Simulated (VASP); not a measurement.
A run of VASP 6.6.1 is set up as follows.

File INCAR:

```
  ALGO = Fast
  EDIFF = 1E-6
  ENCUT = 520
  GGA = PS
  ISIF = 2
  ISMEAR = 0
  LASPH = T
  LCHARG = F
  LREAL = F
  LWAVE = F
  NBANDS = 12
  NELM = 80
  PREC = Accurate
  SIGMA = 0.1
```

Contents of KPOINTS:

```
k-points
0
Gamma
  6 6 6
```

The input POSCAR:

```
Be
1.0
    1.7017506994     -2.8841518492      0.0000000000
    1.7017506994      2.8841518492      0.0000000000
    0.0000000000      0.0000000000      3.4080286358
Be
4
Direct
    0.1525000000      0.8475000000      0.0785000000
    0.6525000000      0.3475000000      0.4215000000
    0.8475000000      0.1525000000      0.9215000000
    0.3475000000      0.6525000000      0.5785000000
```

Potentials or basis: VASP PAW PBE potentials, release 64 (Be).

The run is started by

```console
$ cat potpaw_PBE.64/Be/POTCAR > POTCAR
$ mpirun -np 1 vasp_std > vasp.out
```

Problem. Predict the band gap on the k mesh.

Solution. Zero (bands 4 and 5 overlap by 4.71 eV).

Problem. Estimate the largest force.

Solution. 1.848 eV/Å.

Problem. Estimate the pressure.

Solution. 26.3 GPa.

Forces in eV/Å, atoms in the order of the input:
```
Be   0.000 -1.827 -0.278
Be   0.000 -1.827  0.278
Be   0.000  1.827  0.278
Be   0.000  1.827 -0.278
```

Caveat: the cell stands under pressure; the PAW data sets were made with another functional, which shifts forces and pressure a little.
